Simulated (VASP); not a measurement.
Set up this calculation in VASP 6.6.1, as the native input.

```yaml
Task: single point
Functional: PBE
Potentials_or_basis: VASP PAW PBE potentials, release 64 (Ag)
Cutoff: 520 eV
k_mesh: 10 × 10 × 1
Occupations: fermi-dirac, width 0.05 eV
Spin: no spin polarisation
Dipole_correction: no
Further_INCAR_settings: ALGO = Normal; EDIFF = 1e-06; NBANDS = 42
```

The structure of Ag lies in POSCAR:

```
Ag
1.0
    2.9460943265      0.0000000000      0.0000000000
   -1.4730471633      2.5513925288      0.0000000000
    0.0000000000      0.0000000000     27.0052091601
Ag
6
Direct
    0.0000000000      0.0000000000      0.2777241959
    0.6666666667      0.3333333333      0.3666062915
    0.3333333334      0.6666666667      0.4554883870
    0.6666666667      0.3333333333      0.5445116130
    0.3333333334      0.6666666667      0.6333937085
    0.0000000000      0.0000000000      0.7222758041
```

The input as run:

INCAR

```
SYSTEM = Ag
PREC = Accurate ; ENCUT = 520
EDIFF = 1E-6 ; ISMEAR = -1
SIGMA = 0.05 ; LREAL = .False.
LASPH = .True. ; NELM = 60
ALGO = Normal ; ISIF = 2
LWAVE = .False. ; LCHARG = .False.
GGA = PE ; NBANDS = 42
```

KPOINTS

```
Automatic mesh
0
Gamma
  10 10 1
  0 0 0
```

Potentials or basis: VASP PAW PBE potentials, release 64 (Ag).

Run with:

```bash
$ cat potpaw_PBE.64/Ag/POTCAR > POTCAR
$ mpirun -np 1 vasp_std > vasp.out
```

It gave:

```yaml
Largest_force: 0.061 eV/Å
Band_gap_on_the_k_mesh: zero (band 33 reaches 4.78 eV, above the bottom of band 34 at -0.97 eV)
```

Run time: 3.2 min on 1 thread of Intel Xeon 6975P-C, with other jobs on the host, peak memory 0.37 GiB.
